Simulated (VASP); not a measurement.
**In2S: single point with PBE**

Crystal: In2S.

```
S In
1.0
     0.00000    3.11961    3.11961
     3.11961    0.00000    3.11961
     3.11961    3.11961    0.00000
S In
1 2
Cartesian
  0.0000 0.0000 0.0000
  1.5598 1.5598 1.5598
  4.6794 4.6794 4.6794
```

| Property | Result |
| --- | --- |
| Program | VASP 6.6.1 |
| Task | single point |
| Functional | PBE |
| Potentials or basis | VASP PAW PBE potentials, release 64 (S, In_d) |
| Cutoff | 500 eV |
| k mesh | 6 × 6 × 6 |
| Occupations | gaussian, width 0.05 eV |
| Spin | no spin polarisation |

```json
{
 "Pressure": "24.7 GPa",
 "Band gap on the k mesh": "zero (bands 16 and 17 overlap by 0.97 eV)"
}
```

Levels at points of the mesh, in eV from the Fermi level:
```tsv
k point	band 12	band 13	band 14	band 15	band 16	band 17	band 18	band 19	band 20	band 21
(0.00, 0.00, 0.00)	-5.73	-4.33	-4.33	-4.33	-0.39	-0.39	-0.39	0.87	5.55	5.55
(0.50, 0.00, 0.00)	-9.19	-5.03	-5.03	-4.67	0.57	0.57	1.26	2.70	5.60	5.60
(0.50, 0.50, 0.00)	-8.83	-6.30	-6.30	-3.70	-2.34	1.45	3.71	3.71	6.12	6.12
```

Wall time 16 s on 1 thread of AMD EPYC 7R13 Processor (Zen 3), with other jobs on the host, peak memory 0.14 GiB.

Caveat: the cell stands under pressure; spin-orbit coupling is left out, which moves the levels of the heavy elements.
